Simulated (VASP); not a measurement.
# Mo (P6_3/mmc) in VASP: notebook

Mo is run at these levels: PBEsol; tasks: single point, relaxation of cell and atoms.

Everything below comes from runs of VASP 6.6.1. Logs are shortened: lines on timing, memory, paths and dates and some standing lists are left out, and cuts for length are marked.

### 1 The cell of the first run

It takes space group P6_3/mmc (No. 194, hexagonal). Conventional cell: a = 2.755 Å, b = 2.755 Å, c = 4.360 Å, α = 90.00°, β = 90.00°, γ = 120.00°. Mo (site symmetry -6m2) has 12 Mo at 2.70 to 2.76 Å within 3.6 Å.

This isn't the form of Mo at room conditions, which is bcc.

### 2 Single point, PBEsol

File INCAR:

```
PREC = Accurate
ENCUT = 520
EDIFF = 1E-6
ISMEAR = 0
SIGMA = 0.1
LREAL = False
LASPH = True
NELM = 60
ALGO = Fast
ISIF = 2
LWAVE = False
LCHARG = False
GGA = PS
NBANDS = 21
```

File KPOINTS:

```
regular mesh
0
Gamma
  9 9 4
```

File POSCAR:

```
Mo
1.0
    2.7553624600      0.0000000000      0.0000000000
   -1.3776812300      2.3862138900      0.0000000000
    0.0000000000      0.0000000000      4.3603320800
Mo
2
Direct
    0.3333333300      0.6666666700      0.2500000000
    0.6666666700      0.3333333300      0.7500000000
```

Potentials or basis: VASP PAW PBE potentials, release 64 (Mo_sv).

Started as:

```
$ cat potpaw_PBE.64/Mo_sv/POTCAR > POTCAR
$ mpirun -np 1 vasp_std > vasp.out
```

OUTCAR:

```text
PREC = Accurate
   ENCUT = 520
   EDIFF = 1E-6
   ISMEAR = 0
   LREAL = False
   LASPH = True
   NELM = 60
   ISIF = 2
   GGA = PS

 ion  position               nearest neighbor table
   1  0.333  0.667  0.250-   2 2.70   2 2.70   2 2.70   2 2.70   2 2.70   2 2.70
   2  0.667  0.333  0.750-   1 2.70   1 2.70   1 2.70   1 2.70   1 2.70   1 2.70

  LATTYP: Found a hexagonal cell.
 ALAT       =     2.7553624600
 C/A-ratio  =     1.5824894704

  Lattice vectors:

 A1 = (   2.7553624600,   0.0000000000,   0.0000000000)
 A2 = (  -1.3776812300,   2.3862138900,   0.0000000000)
 A3 = (   0.0000000000,   0.0000000000,   4.3603320800)

Analysis of symmetry for initial positions (statically):
=====================================================================
 Subroutine PRICEL returns:
 Original cell was already a primitive cell.

 Routine SETGRP: Setting up the symmetry group for a
 hexagonal supercell.

 Subroutine GETGRP returns: Found 24 space group operations
 (whereof 12 operations were pure point group operations)
 out of a pool of 24 trial point group operations.

The static configuration has the point symmetry D_3d.
 The point group associated with its full space group is D_6h.

Analysis of symmetry for dynamics (positions and initial velocities):
=====================================================================
 Subroutine PRICEL returns:
 Original cell was already a primitive cell.

 Routine SETGRP: Setting up the symmetry group for a
 hexagonal supercell.

 Subroutine GETGRP returns: Found 24 space group operations
 (whereof 12 operations were pure point group operations)
 out of a pool of 24 trial point group operations.

The dynamic configuration has the point symmetry D_3d.
 The point group associated with its full space group is D_6h.

 Subroutine INISYM returns: Found 24 space group operations
 (whereof 12 operations are pure point group operations),
 and found     1 'primitive' translations

----------------------------------------------------------------------------------------

                                     Primitive cell

  volume of cell :      28.6687

  direct lattice vectors                    reciprocal lattice vectors
     2.755362460  0.000000000  0.000000000     0.362928658  0.209536958  0.000000000
    -1.377681230  2.386213890  0.000000000     0.000000000  0.419073916  0.000000000
     0.000000000  0.000000000  4.360332080     0.000000000  0.000000000  0.229340330

  length of vectors
     2.755362460  2.755362463  4.360332080     0.419073917  0.419073916  0.229340330

  position of ions in fractional coordinates (direct lattice)
     0.333333330  0.666666670  0.250000000
     0.666666670  0.333333330  0.750000000

  ion indices of the primitive-cell ions
   primitive index   ion index
                 1           1
                 2           2

----------------------------------------------------------------------------------------

 KPOINTS: regular mesh

Automatic generation of k-mesh.
 Grid dimensions read from file:
 generate k-points for:    9    9    4

 Generating k-lattice:

  Cartesian coordinates                     Fractional coordinates (reciprocal lattice)
     0.040325406  0.023281884  0.000000000     0.111111111  0.000000000  0.000000000
     0.000000000  0.046563768  0.000000000     0.000000000  0.111111111  0.000000000
     0.000000000  0.000000000  0.057335083     0.000000000  0.000000000  0.250000000

  Length of vectors
     0.046563769  0.046563768  0.057335083

  Shift w.r.t. Gamma in fractional coordinates (k-lattice)
     0.000000000  0.000000000  0.000000000

 Subroutine IBZKPT returns following result:
 ===========================================

 Found     36 irreducible k-points:

 Following reciprocal coordinates:
            Coordinates               Weight
  0.000000  0.000000  0.000000      1.000000
  0.111111  0.000000  0.000000      6.000000
  0.222222  0.000000  0.000000      6.000000
  0.333333 -0.000000  0.000000      6.000000
  0.444444  0.000000  0.000000      6.000000
  0.111111  0.111111  0.000000      6.000000
[... 16 lines left out ...]
  0.333333  0.222222  0.250000     24.000000
  0.333333  0.333333  0.250000      4.000000
 [... further k-points ...]
   k-points           NKPTS =     36   k-points in BZ     NKDIM =     36   number of bands    NBANDS=     21
   number of dos      NEDOS =    301   number of ions     NIONS =      2
   total plane-waves  NPLWV =  12800
   dimension x,y,z NGX =    20 NGY =   20 NGZ =   32
   dimension x,y,z NGXF=    40 NGYF=   40 NGZF=   64
   ions per type =               2
   NGX,Y,Z   is equivalent  to a cutoff of  12.07, 12.07, 12.20 a.u.
   NGXF,Y,Z  is equivalent  to a cutoff of  24.13, 24.13, 24.40 a.u.
 SYSTEM =  unknown system
   PREC   = accura    normal or accurate (medium, high low for compatibility)
   ISTART =      0    job   : 0-new  1-cont  2-samecut
   ICHARG =      2    charge: 1-file 2-atom 10-const
   ISPIN  =      1    spin polarized calculation?
   LNONCOLLINEAR =      F non collinear calculations
   LSORBIT =      F    spin-orbit coupling
   LASPH  =      T    aspherical Exc in radial PAW
   ENCUT  =  520.0 eV  38.22 Ry    6.18 a.u.   5.12  5.12  8.11*2*pi/ulx,y,z
   NELM   =     60;   NELMIN=  2; NELMDL= -5     # of ELM steps
   EDIFF  = 0.1E-05   stopping-criterion for ELM
   LREAL  =      F    real-space projection
   EDIFFG = 0.1E-04   stopping-criterion for IOM
   NSW    =      0    number of steps for IOM
   IBRION =     -1    ionic relax: 0-MD 1-quasi-New 2-CG
   NFREE  =      0    steps in history (QN), initial steepest desc. (CG)
   ISIF   =      2    stress and relaxation
   ISYM   =      2    0-nonsym 1-usesym 2-fastsym
   POTIM  = 0.5000    time-step for ionic-motion
   TEBEG  =    0.0;   TEEND  =   0.0 temperature during run
   PSTRESS=    0.0 pullay stress
   NELECT =      28.0000    total number of electrons
   NUPDOWN=      -1.0000    fix difference up-down
   EMIN   =  10.00;   EMAX   =-10.00  energy-range for DOS
   EFERMI =   0.00;   METHOD = LEGACY
   ISMEAR =     0;   SIGMA  =   0.10  broadening in eV -4-tet -1-fermi 0-gaus
   EFERMI_NEDOS =   21; number of points for ismear=-14 and -15
   IALGO  =     68    algorithm
   IMIX   =      4    mixing-type and parameters
     AMIX     =   0.40;   BMIX     =  1.00
     AMIX_MAG =   1.60;   BMIX_MAG =  1.00
  volume/ion in A,a.u.               =      14.33        96.73
  Fermi-wavevector in a.u.,A,eV,Ry     =   1.624270  3.069426 35.895622  2.638254
  Thomas-Fermi vector in A             =   2.717584
   LORBIT       =      0    0 simple, 1 ext, 2 COOP (PROOUT), +10 PAW based schemes
   GGA     = PS    functional components
   LHFCALC =     F    Hartree Fock is set to
   AEXX    =    0.0000 exact exchange contribution
   IVDW    =     0    specifies the selected vdW correction
   LEPSILON=     F    determine dielectric tensor
   LRPA    =     F    only Hartree local field effects (RPA)
 non-spin polarized calculation
 RMM-DIIS sequential band-by-band and
 Gauss-broadening in eV      SIGMA  =   0.10
  energy-cutoff  :      520.00
  volume of cell :       28.67
 maximum number of plane-waves:       796
   NGX = 11   NGY = 11   NGZ = 17

 number of electron      27.9999995 magnetization

 Free energy of the ion-electron system (eV)
  ---------------------------------------------------
  ext. energy  EPLUGINS =         0.00000000
  ---------------------------------------------------
  free energy    TOTEN  =       -22.41936706 eV

  energy without entropy =      -22.40209218  energy(sigma->0) =      -22.41072962

 E-fermi :  13.4516     XC(G=0): -14.0008

 val. band max:       13.4398476152   @ k =   0.2222   0.2222   0.0000
 cond. band min:      13.4627633202   @ k =   0.0000   0.0000   0.0000
 fundamental gap:      0.0229157050
 Fermi energy:        13.4515702214

 k-point     1 :       0.0000    0.0000    0.0000
  band No.  band energies     occupation
      1     -47.1263      2.00000
      2     -46.7275      2.00000
      3     -22.1088      2.00000
      4     -20.5203      2.00000
      5     -20.5203      2.00000
      6     -20.2403      2.00000
[... 13 lines left out ...]
     20      17.3930      0.00000
     21      25.9814      0.00000

 k-point     2 :       0.1111    0.0000    0.0000
  band No.  band energies     occupation
      1     -47.0920      2.00000
      2     -46.7137      2.00000
      3     -22.0374      2.00000
      4     -20.6807      2.00000
      5     -20.5729      2.00000
      6     -20.4037      2.00000
[... 13 lines left out ...]
     20      19.5710      0.00000
     21      26.0535      0.00000

 k-point     3 :       0.2222    0.0000    0.0000
  band No.  band energies     occupation
      1     -47.0010      2.00000
      2     -46.6819      2.00000
      3     -21.8395      2.00000
      4     -21.0827      2.00000
      5     -20.7976      2.00000
      6     -20.6980      2.00000
[... 13 lines left out ...]
     20      22.4734      0.00000
     21      25.7331      0.00000

 k-point     4 :       0.3333   -0.0000    0.0000
  band No.  band energies     occupation
      1     -46.8864      2.00000
      2     -46.6548      2.00000
      3     -21.5644      2.00000
      4     -21.5316      2.00000
      5     -21.2168      2.00000
      6     -20.8309      2.00000
[... 13 lines left out ...]
     20      25.0776      0.00000
     21      25.1397      0.00000

 k-point     5 :       0.4444    0.0000    0.0000
  band No.  band energies     occupation
      1     -46.7970      2.00000
      2     -46.6506      2.00000
      3     -21.8188      2.00000
      4     -21.4775      2.00000
      5     -21.3153      2.00000
      6     -20.9137      2.00000
[... 13 lines left out ...]
     20      22.9585      0.00000
     21      25.6787      0.00000

 k-point     6 :       0.1111    0.1111    0.0000
  band No.  band energies     occupation
      1     -47.0292      2.00000
      2     -46.6910      2.00000
      3     -21.9025      2.00000
      4     -20.9141      2.00000
      5     -20.7998      2.00000
      6     -20.5596      2.00000
[... 13 lines left out ...]
     20      21.7534      0.00000
     21      25.8940      0.00000

 k-point     7 :       0.2222    0.1111    0.0000
  band No.  band energies     occupation
      1     -46.9258      2.00000
      2     -46.6619      2.00000
      3     -21.6635      2.00000
      4     -21.3049      2.00000
      5     -21.1306      2.00000
      6     -20.7599      2.00000
[... 13 lines left out ...]
     20      24.4394      0.00000
     21      25.4347      0.00000
[... 291 lines left out ...]
      1     -46.7955      2.00000
      2     -46.6744      2.00000
      3     -21.8326      2.00000
      4     -21.5838      2.00000
      5     -21.0653      2.00000
      6     -20.8651      2.00000
[... 13 lines left out ...]
     20      22.0202      0.00000
     21      25.9693      0.00000

 k-point    21 :       0.4444    0.1111    0.2500
  band No.  band energies     occupation
      1     -46.7519      2.00000
      2     -46.6707      2.00000
      3     -21.9333      2.00000
      4     -21.6823      2.00000
      5     -21.0794      2.00000
      6     -20.8286      2.00000
[... 13 lines left out ...]
     20      21.7569      0.00000
     21      25.8654      0.00000

 k-point    22 :       0.2222    0.2222    0.2500
  band No.  band energies     occupation
      1     -46.8033      2.00000
      2     -46.6755      2.00000
      3     -21.7030      2.00000
      4     -21.5572      2.00000
      5     -21.0157      2.00000
      6     -20.9816      2.00000
[... 13 lines left out ...]
     20      22.4319      0.00000
     21      26.5361      0.00000

 k-point    23 :       0.3333    0.2222    0.2500
  band No.  band energies     occupation
      1     -46.7353      2.00000
      2     -46.6710      2.00000
      3     -21.7627      2.00000
      4     -21.6097      2.00000
      5     -21.2599      2.00000
      6     -20.9284      2.00000
[... 13 lines left out ...]
     20      22.7659      0.00000
     21      25.7345      0.00000

 k-point    24 :       0.3333    0.3333    0.2500
  band No.  band energies     occupation
      1     -46.6906      2.00000
      2     -46.6906      2.00000
      3     -21.5711      2.00000
      4     -21.5711      2.00000
      5     -21.5228      2.00000
      6     -21.0673      2.00000
[... 13 lines left out ...]
     20      22.8525      0.00000
     21      24.4012      0.00000

 [... further k-points ...]
[... 5 lines left out ...]
  --------------------------------------------------------------------------------------
  -------------------------------------------------------------------------------------
  Total        4.1138831      4.1138831      4.7163848      0.0000000      0.0000000     -0.0000000
  in kB      229.9084071    229.9084077    263.5798098      0.0000000      0.0000000     -0.0000000
  external PRESSURE =     241.1322082 kB  Pullay stress =       0.0000000 kB

 VOLUME and BASIS-vectors are now :
 -----------------------------------------------------------------------------
  energy-cutoff  :      520.00
  volume of cell :       28.67
      direct lattice vectors                 reciprocal lattice vectors
     2.755362460  0.000000000  0.000000000     0.362928658  0.209536958  0.000000000
    -1.377681230  2.386213890  0.000000000     0.000000000  0.419073916  0.000000000
     0.000000000  0.000000000  4.360332080     0.000000000  0.000000000  0.229340330

 POSITION                                       TOTAL-FORCE (eV/Angst)
 -----------------------------------------------------------------------------------
     -0.00000      1.59081      1.09008         0.000000     -0.000000      0.000000
      1.37768      0.79540      3.27025        -0.000000      0.000000      0.000000
 -----------------------------------------------------------------------------------
    total drift:                               -0.000008      0.000005     -0.000000

  FREE ENERGIE OF THE ION-ELECTRON SYSTEM (eV)
  ---------------------------------------------------
  free  energy   TOTEN  =       -22.4193670565 eV

  energy  without entropy=      -22.4020921828  energy(sigma->0) =      -22.41072962
```

Wall time 12 s (1 thread of Intel Xeon Platinum 8375C at 2.90GHz (Ice Lake), shared host); peak memory 0.14 GiB.

Results:

```
Free energy            : -22.4194 eV
Pressure               : 24.1 GPa
Band gap on the k mesh : zero (bands 14 and 15 overlap by 2.11 eV)
```

Levels at points of the mesh, in eV from the Fermi level:
| k point | band 10 | band 11 | band 12 | band 13 | band 14 | band 15 | band 16 | band 17 | band 18 | band 19 |
| --- | --- | --- | --- | --- | --- | --- | --- | --- | --- | --- |
| (0.00, 0.00, 0.00) | -5.29 | -0.91 | -0.91 | -0.60 | 0.01 | 0.01 | 0.73 | 0.73 | 2.37 | 3.94 |
| (0.00, 0.00, 0.50) | -5.08 | -1.19 | -1.19 | -1.07 | -1.07 | -1.07 | -1.07 | 3.25 | 3.25 | 3.25 |

Caveat: the k points lie up to 0.36 Å⁻¹ apart, too coarse for converged energies and pressures of a metal; the PAW data sets were made with another functional, which shifts forces and pressure a little.

### 3 Single point, PBEsol

This run uses another cell than the first one, of 15.57 Å³/atom.

File INCAR:

```
PREC     = Accurate       # precision mode
ENCUT    = 520            # plane-wave cutoff, eV
EDIFF    = 1E-7           # SCF threshold, eV
ISMEAR   = 0              # smearing method
SIGMA    = 0.1            # smearing width, eV
LREAL    = False          # projectors in reciprocal space
LASPH    = True           # aspherical terms in the spheres
NELM     = 60             # most SCF steps
ALGO     = Fast           # electronic algorithm
ISIF     = 2              # what is computed and relaxed
LWAVE    = False          # write WAVECAR
LCHARG   = True           # write CHGCAR
GGA      = PS             # functional
LELF     = True           # ELF
LVHAR    = True         
NBANDS   = 21             # bands
```

File KPOINTS:

```
regular mesh
0
Gamma
  9 9 6
```

File POSCAR:

```
Mo
1.0
    2.7315818577      0.0000000000      0.0000000000
   -1.3657909289      2.3656192813      0.0000000000
    0.0000000000      0.0000000000      4.8202651489
Mo
2
Direct
    0.3333333333      0.6666666667      0.2500000000
    0.6666666667      0.3333333333      0.7500000000
```

Potentials or basis: VASP PAW PBE potentials, release 64 (Mo_sv).

Started as:

```
$ cat potpaw_PBE.64/Mo_sv/POTCAR > POTCAR
$ mpirun -np 1 vasp_std > vasp.out
```

It took 24 s on 1 thread of Intel Xeon Platinum 8375C at 2.90GHz (Ice Lake), shared host; peak memory 0.15 GiB.

Results (log left out):

| Property | Result |
| --- | --- |
| Free energy | -22.6776 eV |
| Pressure | 0.6 GPa |
| Band gap on the k mesh | zero (bands 14 and 15 overlap by 1.93 eV) |

Stress tensor (GPa, compression positive):
```
0.57 0.00 0.00
0.00 0.57 0.00
0.00 0.00 0.66
```

Levels at points of the mesh, in eV from the Fermi level:
| k point | band 10 | band 11 | band 12 | band 13 | band 14 | band 15 | band 16 | band 17 | band 18 | band 19 |
| --- | --- | --- | --- | --- | --- | --- | --- | --- | --- | --- |
| (0.00, 0.00, 0.00) | -4.89 | -1.75 | -0.71 | -0.71 | -0.17 | -0.17 | 0.72 | 1.44 | 1.44 | 3.50 |
| (0.00, 0.00, 0.50) | -5.25 | -1.93 | -1.93 | -0.68 | -0.68 | -0.68 | -0.68 | 2.81 | 2.81 | 2.81 |

Caveat: the PAW data sets were made with another functional, which shifts forces and pressure a little.

### 4 Relaxation of cell and atoms, PBEsol

File INCAR:

```
SYSTEM = Mo
  ALGO = Normal
  EDIFF = 1E-6
  EDIFFG = -0.05
  ENCUT = 600
  GGA = PS
  IBRION = 2
  ISIF = 3
  ISMEAR = 0
  LASPH = .True.
  LCHARG = .False.
  LREAL = .False.
  LWAVE = .False.
  NELM = 80
  NSW = 100
  PREC = Accurate
  SIGMA = 0.1
```

File KPOINTS:

```
k-points
0
Gamma
  9 9 6
  0 0 0
```

File POSCAR:

```
Mo
1.0
    2.7553624600      0.0000000000      0.0000000000
   -1.3776812300      2.3862138900      0.0000000000
    0.0000000000      0.0000000000      4.3603320800
Mo
2
Direct
    0.3333333300      0.6666666700      0.2500000000
    0.6666666700      0.3333333300      0.7500000000
```

Started as:

```
$ cat potpaw_PBE.64/Mo_sv/POTCAR > POTCAR
$ mpirun -np 1 vasp_std > vasp.out
```

Wall time 2.8 min (1 thread of Intel Xeon Platinum 8375C at 2.90GHz (Ice Lake), shared host); peak memory 0.18 GiB.

The run converged. Its results:

```yaml
Free_energy: -22.6755 eV
Relaxed_volume: 15.60 Å³/atom
Relaxed_cell: a = 2.732 Å, b = 2.732 Å, c = 4.826 Å, α = 90.00°, β = 90.00°, γ = 120.00°
Space_group_after_relaxing_to_0.1_Å: P6_3/mmc (No. 194)
Energy_gained_by_relaxing: 120.3 meV/atom
Ionic_steps: 16
Pressure_after_relaxing: 0.1 GPa
Band_gap_on_the_k_mesh: zero (bands 14 and 15 overlap by 1.93 eV)
```

The path:
```csv
step,energy change (eV),largest force (eV/Å),pressure (GPa),volume (Å³)
1,0.0000,0.0000,23.55,28.67
2,0.7951,0.0000,-34.69,38.33
3,-0.1598,0.0000,-1.69,31.21
4,-0.1608,0.0000,-0.10,31.02
5,-0.1608,0.0000,0.31,30.97
6,-0.1615,0.0000,0.30,30.97
7,-0.1660,0.0000,0.26,30.99
8,-0.1817,0.0000,0.38,31.02
9,-0.2320,0.0000,1.01,31.03
10,-0.1410,0.0000,5.60,30.92
11,-0.2395,0.0000,1.52,31.02
12,-0.2396,0.0000,1.63,31.02
13,-0.2400,0.0000,1.10,31.09
14,-0.2400,0.0000,0.94,31.11
15,-0.2403,0.0000,0.68,31.14
16,-0.2405,0.0000,0.11,31.20
```

Final structure:
```cif
data_structure
_symmetry_space_group_name_H-M 'P 1'
_symmetry_Int_Tables_number 1
_cell_length_a 2.7323
_cell_length_b 2.7323
_cell_length_c 4.8260
_cell_angle_alpha 90.000
_cell_angle_beta 90.000
_cell_angle_gamma 120.000
_cell_volume 31.20
loop_
_atom_site_label
_atom_site_type_symbol
_atom_site_fract_x
_atom_site_fract_y
_atom_site_fract_z
_atom_site_occupancy
Mo1 Mo 0.33333 0.66667 0.25000 1
Mo2 Mo 0.66667 0.33333 0.75000 1
```

Levels at points of the mesh, in eV from the Fermi level:
| k point | band 12 | band 13 | band 14 | band 15 | band 16 | band 17 |
| --- | --- | --- | --- | --- | --- | --- |
| (0.00, 0.00, 0.00) | -0.71 | -0.71 | -0.17 | -0.17 | 0.71 | 1.44 |
| (0.00, 0.00, 0.50) | -1.93 | -0.68 | -0.68 | -0.68 | -0.68 | 2.81 |

Caveat: the PAW data sets were made with another functional, which shifts forces and pressure a little.

(Part 1 of 2 ends here.)
